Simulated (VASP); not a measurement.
Runs of VASP 6.6.1 on InP. The structure is cubic, space group F-43m (No. 216). Conventional cell: a = 5.908 Å, b = 5.908 Å, c = 5.908 Å, α = 90.00°, β = 90.00°, γ = 90.00°. In (site symmetry -43m) has 4 P at 2.56 Å within 3.4 Å. P (site symmetry -43m) has 4 In at 2.56 Å within 3.4 Å. 

```tsv
level	k mesh	cutoff (eV)	gap on the mesh (eV)	pressure (GPa)
PBE	8 × 8 × 8	520	0.58	1.6
PBE	6 × 6 × 6	520	0.58	1.6
r2SCAN	6 × 6 × 6	520	1.03	(a)
PBE	6 × 6 × 6	500	0.58	1.6
```

Alike in all rows: task single point; potentials or basis VASP PAW PBE potentials, release 64 (In_d, P); no spin polarisation; cell as given; smearing gaussian 0.01 eV.

**Question.** Estimate the missing entries.

**Answer.** (a) -0.1.

Caveats: spin-orbit coupling is left out, which moves the levels of the heavy elements; the PAW data sets were made with another functional, which shifts forces and pressure a little (some runs).

A k mesh can miss the band edges, and the runs leave out spin-orbit coupling on In.
